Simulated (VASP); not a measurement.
Input of a VASP 6.6.1 run:

File INCAR:

```
SYSTEM = C
ALGO     = Normal         ! electronic algorithm
EDIFF    = 1E-6           ! SCF threshold, eV
ENCUT    = 600            ! plane-wave cutoff, eV
GGA      = PE             ! functional
GGA_COMPAT= .FALSE.      
ISIF     = 2              ! what is computed and relaxed
ISMEAR   = 0              ! smearing method
LASPH    = .TRUE.         ! aspherical terms in the spheres
LCHARG   = .TRUE.         ! write CHGCAR
LELF     = .TRUE.         ! ELF
LREAL    = .FALSE.        ! projectors in reciprocal space
LVHAR    = .TRUE.       
LWAVE    = .FALSE.        ! write WAVECAR
NBANDS   = 11             ! bands
NELM     = 120            ! most SCF steps
PREC     = Accurate       ! precision mode
SIGMA    = 0.02           ! smearing width, eV
```

File KPOINTS:

```
k-points
0
G
  12 12 12
  0 0 0
```

POSCAR

```
C
1.0
    0.0000000000      1.8377998738      1.8377998738
    1.8377998738      0.0000000000      1.8377998738
    1.8377998738      1.8377998738      0.0000000000
C
2
Direct
    0.0000000000      0.0000000000      0.0000000000
    0.2500000000      0.2500000000      0.2500000000
```

Potentials or basis: VASP PAW PBE potentials, release 64 (C).

Launch:

```bash
$ cat potpaw_PBE.64/C/POTCAR > POTCAR
$ mpirun -np 1 vasp_std > vasp.out
```

**Question.** Predict the band gap on the k mesh.

**Answer.** 3.95 eV, indirect (least direct gap 5.34 eV).

**Question.** Estimate the pressure.

**Answer.** -31.9 GPa.

 A k mesh can miss the band edges.
